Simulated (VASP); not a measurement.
# B16N17 (a cell with a defect) in VASP: notebook

B16N17 (a cell with a defect) is run at these levels: PBE+D3(BJ); tasks: single point.

Everything below comes from runs of VASP 6.6.1. Logs are shortened: lines on timing, memory, paths and dates and some standing lists are left out, and cuts for length are marked.

**1. The cell of the first run**

The cell holds a defect, 33 atoms: a = 6.660 Å, b = 6.660 Å, c = 6.660 Å, α = 97.63°, β = 97.63°, γ = 97.63°.

**2. Single point, PBE+D3(BJ), collinear spin**

INCAR reads:

```
ALGO = Normal
EDIFF = 1E-6
ENCUT = 520
GGA = PE
ISIF = 2
ISMEAR = 0
ISPIN = 2
IVDW = 12
LASPH = T
LCHARG = T
LELF = T
LORBIT = 11
LREAL = Auto
LVHAR = T
LWAVE = F
MAGMOM = 0 0 0 0 0 0 0 0 0 0 0 0 0 0 0 0 0 0 0 0 0 0 0 0 0 0 0 0 0 0 0 0 0.49
NBANDS = 92
NELM = 150
PREC = Accurate
SIGMA = 0.02
```

KPOINTS reads:

```
Automatic mesh
0
Gamma
  2 2 2
  0.5 0.5 0.5
```

POSCAR reads:

```
B16N17
1.0
   -5.0122276274      2.8938109699      3.2948837584
    0.0000000000     -5.7876219398      3.2948837584
    5.0122276274      2.8938109699      3.2948837584
B N
16 17
Direct
    0.2366817507      0.7370162627      0.9854220871
    0.4909636493      0.4911394133      0.9904469502
    0.7509972688      0.2508314905      1.0015912349
    0.9892889274      0.7407131146      0.2400538010
    0.9980962642      0.9978542719      0.9979426399
    0.2330842574      0.4842230203      0.2330048515
    0.4931868352      0.2446852780      0.2429178743
    0.7418771253      0.7452903178      0.4951762386
    0.7529328808      1.0016597662      0.2509758296
    0.9930158072      0.4940452207      0.4938501296
    0.2425139266      0.2441203532      0.4927553548
    0.4884734485      0.7374001480      0.7339579100
    0.5148210714      1.0244946183      0.5146748290
    0.7525138383      0.5011568781      0.7532771716
    1.0016605144      0.2507843975      0.7509671913
    0.2472602901      0.9971241629      0.7488634069
    0.5886965487      0.0898538636      0.3378903017
    0.8283726664      0.8296457695      0.3274139737
    0.0665448207      0.5677913914      0.3175362149
    0.3359195802      0.0872693437      0.5863262044
    0.3174232251      0.3171477449      0.3174635265
    0.6336903163      0.8884536696      0.6345220822
    0.8359105589      0.5839824747      0.5860454105
    0.0831922639      0.0830945201      0.8330592450
    0.0779740132      0.3280524101      0.5779421285
    0.3203211675      0.8224215432      0.8210667813
    0.5820669713      0.5795016822      0.8326828837
    0.8349161613      0.0848362245      0.0846563408
    0.8361771788      0.3351055447      0.8361276998
    0.0748883872      0.8251741794      0.0747323687
    0.3142265673      0.5645253083      0.0636391851
    0.5776492358      0.3275501366      0.0777305995
    0.4944066264      0.7052133613      0.4950312988
```

Potentials or basis: VASP PAW PBE potentials, release 64 (B, N).

On the command line:

```console
> cat potpaw_PBE.64/B/POTCAR potpaw_PBE.64/N/POTCAR > POTCAR
> mpirun -np 1 vasp_std > vasp.out
```

OUTCAR:

```text
EDIFF = 1E-6
   ENCUT = 520
   GGA = PE
   ISIF = 2
   ISMEAR = 0
   ISPIN = 2
   IVDW = 12
   LASPH = T
   LORBIT = 11
   LREAL = Auto
   NELM = 150
   PREC = Accurate
 IVDW          = 12

 ion  position               nearest neighbor table
   1  0.237  0.737  0.985-  26 1.44  31 1.45  30 1.45
   2  0.491  0.491  0.990-  27 1.43  31 1.45  32 1.45
   3  0.751  0.251  0.002-  28 1.44  32 1.45  29 1.45
   4  0.989  0.741  0.240-  18 1.44  30 1.45  19 1.45
   5  0.998  0.998  0.998-  30 1.45  24 1.45  28 1.45
   6  0.233  0.484  0.233-  31 1.45  19 1.45  21 1.46
   7  0.493  0.245  0.243-  32 1.44  21 1.45  17 1.45
   8  0.742  0.745  0.495-  18 1.47  23 1.47  22 1.55  33 1.63
   9  0.753  0.002  0.251-  18 1.44  28 1.44  17 1.46
  10  0.993  0.494  0.494-  23 1.44  19 1.45  25 1.45
  11  0.243  0.244  0.493-  25 1.44  21 1.45  20 1.45
  12  0.488  0.737  0.734-  26 1.47  27 1.47  22 1.57  33 1.58
  13  0.515  0.024  0.515-  17 1.43  20 1.43  22 1.52
  14  0.753  0.501  0.753-  29 1.44  27 1.44  23 1.45
  15  0.002  0.251  0.751-  24 1.44  25 1.45  29 1.45
  16  0.247  0.997  0.749-  26 1.43  24 1.44  20 1.46
  17  0.589  0.090  0.338-  13 1.43   7 1.45   9 1.46
  18  0.828  0.830  0.327-   9 1.44   4 1.44   8 1.47
  19  0.067  0.568  0.318-  10 1.45   4 1.45   6 1.45
  20  0.336  0.087  0.586-  13 1.43  11 1.45  16 1.46
  21  0.317  0.317  0.317-  11 1.45   7 1.45   6 1.46
  22  0.634  0.888  0.635-  13 1.52  33 1.54   8 1.55  12 1.57
  23  0.836  0.584  0.586-  10 1.44  14 1.45   8 1.47
  24  0.083  0.083  0.833-  16 1.44  15 1.44   5 1.45
  25  0.078  0.328  0.578-  11 1.44  15 1.45  10 1.45
  26  0.320  0.822  0.821-  16 1.43   1 1.44  12 1.47
  27  0.582  0.580  0.833-   2 1.43  14 1.44  12 1.47
  28  0.835  0.085  0.085-   9 1.44   3 1.44   5 1.45
  29  0.836  0.335  0.836-  14 1.44   3 1.45  15 1.45
  30  0.075  0.825  0.075-   5 1.45   4 1.45   1 1.45
  31  0.314  0.565  0.064-   6 1.45   1 1.45   2 1.45
  32  0.578  0.328  0.078-   7 1.44   3 1.45   2 1.45
  33  0.494  0.705  0.495-  22 1.54  12 1.58   8 1.63

  LATTYP: Found a trigonal (rhomboedric) cell.
 ALAT       =     6.6597917910
 COS(alpha) =    -0.1328444051

  Lattice vectors:

 A1 = (  -5.0122276274,   2.8938109699,   3.2948837584)
 A2 = (   0.0000000000,  -5.7876219398,   3.2948837584)
 A3 = (   5.0122276274,   2.8938109699,   3.2948837584)

Analysis of symmetry for initial positions (statically):
=====================================================================
 Subroutine PRICEL returns:
 Original cell was already a primitive cell.

 Routine SETGRP: Setting up the symmetry group for a
 trigonal (rhombohedral) supercell.

 Subroutine GETGRP returns: Found  1 space group operations
 (whereof  1 operations were pure point group operations)
 out of a pool of 12 trial point group operations.

The static configuration has the point symmetry C_1 .

Analysis of symmetry for dynamics (positions and initial velocities):
=====================================================================
 Subroutine PRICEL returns:
 Original cell was already a primitive cell.

 Routine SETGRP: Setting up the symmetry group for a
 trigonal (rhombohedral) supercell.

 Subroutine GETGRP returns: Found  1 space group operations
 (whereof  1 operations were pure point group operations)
 out of a pool of 12 trial point group operations.

The dynamic configuration has the point symmetry C_1 .

Analysis of structural, dynamic, and magnetic symmetry:
=====================================================================
 Subroutine PRICEL returns:
 Original cell was already a primitive cell.

 Routine SETGRP: Setting up the symmetry group for a
 trigonal (rhombohedral) supercell.

 Subroutine GETGRP returns: Found  1 space group operations
 (whereof  1 operations were pure point group operations)
 out of a pool of 12 trial point group operations.

The overall configuration has the point symmetry C_1 .

 Subroutine INISYM returns: Found  1 space group operations
 (whereof  1 operations are pure point group operations),
 and found     1 'primitive' translations

----------------------------------------------------------------------------------------

                                     Primitive cell
[... 118 lines left out ...]
   dimension x,y,z NGXF=   100 NGYF=  100 NGZF=  100
   ions per type =              16  17
   NGX,Y,Z   is equivalent  to a cutoff of  12.48, 12.48, 12.48 a.u.
   NGXF,Y,Z  is equivalent  to a cutoff of  24.96, 24.96, 24.96 a.u.
 SYSTEM =  unknown system
   PREC   = accura    normal or accurate (medium, high low for compatibility)
   ISTART =      0    job   : 0-new  1-cont  2-samecut
   ICHARG =      2    charge: 1-file 2-atom 10-const
   ISPIN  =      2    spin polarized calculation?
   LNONCOLLINEAR =      F non collinear calculations
   LSORBIT =      F    spin-orbit coupling
   LASPH  =      T    aspherical Exc in radial PAW
   ENCUT  =  520.0 eV  38.22 Ry    6.18 a.u.  12.38 12.38 12.38*2*pi/ulx,y,z
   NELM   =    150;   NELMIN=  2; NELMDL= -5     # of ELM steps
   EDIFF  = 0.1E-05   stopping-criterion for ELM
   LREAL  =      T    real-space projection
   EDIFFG = 0.1E-04   stopping-criterion for IOM
   NSW    =      0    number of steps for IOM
   IBRION =     -1    ionic relax: 0-MD 1-quasi-New 2-CG
   NFREE  =      0    steps in history (QN), initial steepest desc. (CG)
   ISIF   =      2    stress and relaxation
   ISYM   =      2    0-nonsym 1-usesym 2-fastsym
   POTIM  = 0.5000    time-step for ionic-motion
   TEBEG  =    0.0;   TEEND  =   0.0 temperature during run
   PSTRESS=    0.0 pullay stress
   NELECT =     133.0000    total number of electrons
   NUPDOWN=      -1.0000    fix difference up-down
   EMIN   =  10.00;   EMAX   =-10.00  energy-range for DOS
   EFERMI =   0.00;   METHOD = LEGACY
   ISMEAR =     0;   SIGMA  =   0.02  broadening in eV -4-tet -1-fermi 0-gaus
   EFERMI_NEDOS =   21; number of points for ismear=-14 and -15
   IALGO  =     38    algorithm
   IMIX   =      4    mixing-type and parameters
     AMIX     =   0.40;   BMIX     =  1.00
     AMIX_MAG =   1.60;   BMIX_MAG =  1.00
  volume/ion in A,a.u.               =       8.69        58.64
  Fermi-wavevector in a.u.,A,eV,Ry     =   1.267247  2.394750 21.849800  1.605915
  Thomas-Fermi vector in A             =   2.400405
   LORBIT       =     11    0 simple, 1 ext, 2 COOP (PROOUT), +10 PAW based schemes
   GGA     = PE    functional components
   LHFCALC =     F    Hartree Fock is set to
   AEXX    =    0.0000 exact exchange contribution
   IVDW    =    12    specifies the selected vdW correction
   LEPSILON=     F    determine dielectric tensor
   LRPA    =     F    only Hartree local field effects (RPA)
 spin polarized calculation
 Gauss-broadening in eV      SIGMA  =   0.02
  energy-cutoff  :      520.00
  volume of cell :      286.74
 maximum number of plane-waves:      7728
 NGX is ok and might be reduce to    50
   NGX = 25   NGY = 25   NGZ = 25

 number of electron     133.0000025 magnetization       1.0000323

 Free energy of the ion-electron system (eV)
  ---------------------------------------------------
  ext. energy  EPLUGINS =         0.00000000
  ---------------------------------------------------
  free energy    TOTEN  =      -284.26895853 eV

  energy without entropy =     -284.26895853  energy(sigma->0) =     -284.26895853

 E-fermi :   3.1028     XC(G=0): -10.3248

 val. band max:        2.9654632957   @ k =   0.2500   0.2500   0.2500
 cond. band min:       3.2709553025   @ k =  -0.2500   0.2500   0.2500
 fundamental gap:      0.3054920068
 Fermi energy:         3.1027895140

 spin component 1

 k-point     1 :       0.2500    0.2500    0.2500
  band No.  band energies     occupation
      1     -17.6798      1.00000
      2     -14.9193      1.00000
      3     -14.1119      1.00000
      4     -14.0503      1.00000
      5     -13.9100      1.00000
      6     -13.8233      1.00000
[... 313 lines left out ...]
     77       9.5659      0.00000
     78       9.8513      0.00000
 Fermi energy:         3.1027895140

 spin component 2

 k-point     1 :       0.2500    0.2500    0.2500
  band No.  band energies     occupation
      1     -17.4016      1.00000
      2     -14.8928      1.00000
      3     -14.0747      1.00000
      4     -14.0285      1.00000
      5     -13.8907      1.00000
      6     -13.7975      1.00000
[... 313 lines left out ...]
     77       9.6089      0.00000
     78       9.8846      0.00000
 [bands above 78 left out]

------------------------ aborting loop because EDIFF is reached ----------------------------------------

 Edisp (eV)   -4.78308

 E8    (eV) :    -1.3986

  FORCE on cell =-STRESS in cart. coord.  units (eV):
  Direction    XX          YY          ZZ          XY          YZ          ZX
  --------------------------------------------------------------------------------------
  -------------------------------------------------------------------------------------
  Total       0.59184     2.31036     2.51852     0.38515     0.01231     0.09637
  in kB       3.30689    12.90914    14.07225     2.15205     0.06880     0.53849
  external pressure =       10.10 kB  Pullay stress =        0.00 kB

 VOLUME and BASIS-vectors are now :
 -----------------------------------------------------------------------------
  energy-cutoff  :      520.00
  volume of cell :      286.74
      direct lattice vectors                 reciprocal lattice vectors
    -5.012227627  2.893810970  3.294883758    -0.099756044  0.057594179  0.101166948
     0.000000000 -5.787621940  3.294883758     0.000000000 -0.115188358  0.101166948
     5.012227627  2.893810970  3.294883758     0.099756044  0.057594179  0.101166948

 POSITION                                       TOTAL-FORCE (eV/Angst)
 -----------------------------------------------------------------------------------
      3.75286     -0.72903      6.45507         0.002989     -0.006003      0.006950
      2.50352      1.44439      6.49932        -0.004384      0.001495      0.009757
     -3.75619      0.72613      3.30615         0.000745      0.005145      0.006214
     -3.75534     -0.72948      6.49111         0.012384     -0.009097     -0.016606
     -0.00077      0.00096      9.86453         0.000186     -0.003790     -0.001063
     -0.00040     -1.45373      3.13117         0.006433     -0.002487      0.002832
[... 25 lines left out ...]
     -2.50571      0.00081      3.23864         0.001434     -0.004569     -0.002065
      0.00313     -1.21826      5.58368        -0.102112      0.045350     -0.103044
 -----------------------------------------------------------------------------------
    total drift:                                0.003137     -0.006448     -0.000646

  FREE ENERGIE OF THE ION-ELECTRON SYSTEM (eV)
  ---------------------------------------------------
  free  energy   TOTEN  =      -289.0520386477 eV

  energy  without entropy=     -289.0520386477  energy(sigma->0) =     -289.05203865

 total charge

# of ion       s       p       d       tot
------------------------------------------
    1        0.742   1.423   0.000   2.165
    2        0.743   1.429   0.000   2.172
    3        0.744   1.425   0.000   2.168
    4        0.742   1.424   0.000   2.165
    5        0.743   1.424   0.000   2.167
    6        0.739   1.407   0.000   2.146
[... 25 lines left out ...]
   32        1.226   2.795   0.000   4.021
   33        1.317   2.349   0.000   3.666
--------------------------------------------------
tot         32.757  69.540   0.000 102.297

 magnetization (x)

# of ion       s       p       d       tot
------------------------------------------
    1       -0.000  -0.002   0.000  -0.002
    2       -0.000   0.000   0.000   0.000
    3       -0.000   0.001   0.000   0.000
    4       -0.000  -0.002   0.000  -0.003
    5       -0.000  -0.000   0.000  -0.000
    6       -0.000  -0.002   0.000  -0.003
[... 25 lines left out ...]
   32        0.000   0.004   0.000   0.004
   33        0.013   0.383   0.000   0.395
--------------------------------------------------
tot          0.020   0.704   0.000   0.724
```

Wall time 7.1 min (1 thread of Intel Xeon Platinum 8488C (Sapphire Rapids), shared host); peak memory 0.54 GiB.

Results:

```
Free energy                                           : -289.0520 eV
Pressure                                              : 1.0 GPa
Largest force                                         : 0.154 eV/Å
Band gap on the k mesh                                : 0.31 eV
Net moment                                            : 1.00 μB per cell
Site moments                                          : B -0.00, +0.00, -0.01, +0.01 (each value once); N +0.03, +0.02, +0.07, +0.04, +0.01, +0.00, +0.40 (each value once) μB
Valence electrons inside the program's atomic spheres : B 2.17, 2.15, 2.10, 2.12 (each value once); N 4.02, 4.01, 3.86, 4.03, 3.67 (each value once)
Dispersion energy per atom                            : -0.145 eV
```

Forces on the atoms (eV/Å):
```
B    0.003 -0.006  0.007
B   -0.004  0.001  0.010
B    0.001  0.005  0.006
B    0.012 -0.009 -0.017
B    0.000 -0.004 -0.001
B    0.006 -0.002  0.003
B    0.003  0.002  0.002
B    0.017  0.000 -0.104
B    0.001  0.009 -0.018
B    0.007 -0.006 -0.004
B   -0.004 -0.006  0.002
B    0.031  0.004  0.065
B    0.003 -0.018  0.009
B   -0.008 -0.002  0.000
B    0.004  0.003  0.000
B    0.001 -0.004  0.004
N    0.011  0.006 -0.010
N    0.001  0.006 -0.034
N   -0.005  0.004 -0.007
N   -0.001  0.000  0.002
N    0.004  0.000  0.010
N    0.020 -0.028  0.150
N   -0.010  0.008 -0.016
N    0.005 -0.004  0.005
N    0.001  0.002  0.003
N   -0.001  0.008  0.013
N   -0.001 -0.011  0.009
N    0.000 -0.006 -0.001
N    0.004  0.002  0.001
N   -0.001  0.005  0.001
N    0.001  0.001  0.015
N    0.001 -0.005 -0.002
N   -0.102  0.045 -0.103
```

Levels at points of the mesh, in eV from the valence-band top:
Spin up:
| k point | band 63 | band 64 | band 65 | band 66 | band 67 | band 68 | band 69 | band 70 | band 71 | band 72 |
| --- | --- | --- | --- | --- | --- | --- | --- | --- | --- | --- |
| (0.25, 0.25, 0.25) | -1.42 | -1.38 | -1.26 | -0.44 | -0.13 | 4.19 | 4.58 | 4.77 | 4.94 | 5.24 |
Spin down:
| k point | band 64 | band 65 | band 66 | band 67 | band 68 | band 69 |
| --- | --- | --- | --- | --- | --- | --- |
| (0.25, 0.25, 0.25) | -1.33 | -1.21 | 0.00 | 0.37 | 4.25 | 4.67 |

(Part 1 of 3 ends here.)
